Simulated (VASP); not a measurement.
# Sn7O16: single point with PBE

Sn7O16:

```
Sn O
1.0
     6.50463    0.00097   -0.00064
     0.00103    6.86487   -0.00032
    -0.00068   -0.00032    6.85614
Sn O
7 16
Direct
  0.99982 0.74904 0.24981
  0.49967 0.24906 0.74996
  0.99967 0.24897 0.75005
  0.24752 0.24897 0.24994
  0.74810 0.74907 0.74922
  0.75186 0.24914 0.25006
  0.25115 0.74900 0.75094
  0.24878 0.24897 0.94225
  0.76757 0.74895 0.45190
  0.49958 0.42977 0.25016
  0.99964 0.94597 0.75005
  0.75062 0.24892 0.94227
  0.23086 0.74855 0.45349
  0.49979 0.06829 0.25008
  0.99954 0.55206 0.75031
  0.99968 0.44066 0.24986
  0.49965 0.94355 0.74981
  0.99974 0.05738 0.25008
  0.49968 0.55453 0.75005
  0.75065 0.24907 0.55776
  0.23233 0.74901 0.04818
  0.24861 0.24908 0.55776
  0.76827 0.74926 0.04672
```

* Program: VASP 6.6.1
* Task: single point
* Functional: PBE
* Potentials or basis: VASP PAW PBE potentials, release 64 (Sn_d, O)
* Cutoff: 520 eV
* k mesh: 3 × 3 × 3
* Occupations: gaussian, width 0.1 eV
* Spin: no spin polarisation
* Dipole correction: no
* Further INCAR settings: LREAL = Auto; ALGO = Normal; EDIFF = 1e-06; NBANDS = 114; ISYM = 0

The pressure is 0.5 GPa and the largest force is 0.058 eV/Å. The band gap on the k mesh is zero (band 97 reaches 3.76 eV, above the bottom of band 98 at 3.73 eV).

Forces in eV/Å, atoms in the order of the input:
```
Sn  -0.001 -0.006  0.006
Sn   0.003 -0.002  0.001
Sn   0.001  0.004  0.001
Sn  -0.047  0.000  0.007
Sn  -0.009 -0.003  0.004
Sn   0.048 -0.011 -0.003
Sn   0.009 -0.004 -0.013
O   -0.005  0.003  0.035
O   -0.028 -0.001 -0.022
O   -0.002  0.058  0.000
O    0.001  0.010  0.000
O    0.005  0.004  0.038
O    0.025  0.003 -0.028
O    0.001 -0.052  0.000
O    0.004 -0.014 -0.002
O   -0.003  0.025  0.000
O   -0.005  0.022  0.002
O   -0.001 -0.022 -0.001
O    0.001 -0.019  0.000
O    0.004  0.003 -0.035
O    0.027  0.000  0.025
O   -0.003  0.002 -0.037
O   -0.025  0.000  0.023
```

Stress tensor (GPa, compression positive):
```
 0.66 -0.01 -0.01
-0.01  0.38  0.00
-0.01  0.00  0.50
```

Levels at points of the mesh, in eV from the Fermi level:
| k point | band 94 | band 95 | band 96 | band 97 | band 98 | band 99 | band 100 | band 101 |
| --- | --- | --- | --- | --- | --- | --- | --- | --- |
| (0.00, 0.00, 0.00) | -0.27 | -0.26 | -0.11 | -0.04 | 0.01 | 0.34 | 1.58 | 4.60 |

It took 12 min on 1 thread of AMD EPYC 9R45 96-Core Processor (Zen 5) (shared host), peak memory 0.5 GiB.

Caveat: spin-orbit coupling is left out, which moves the levels of the heavy elements.
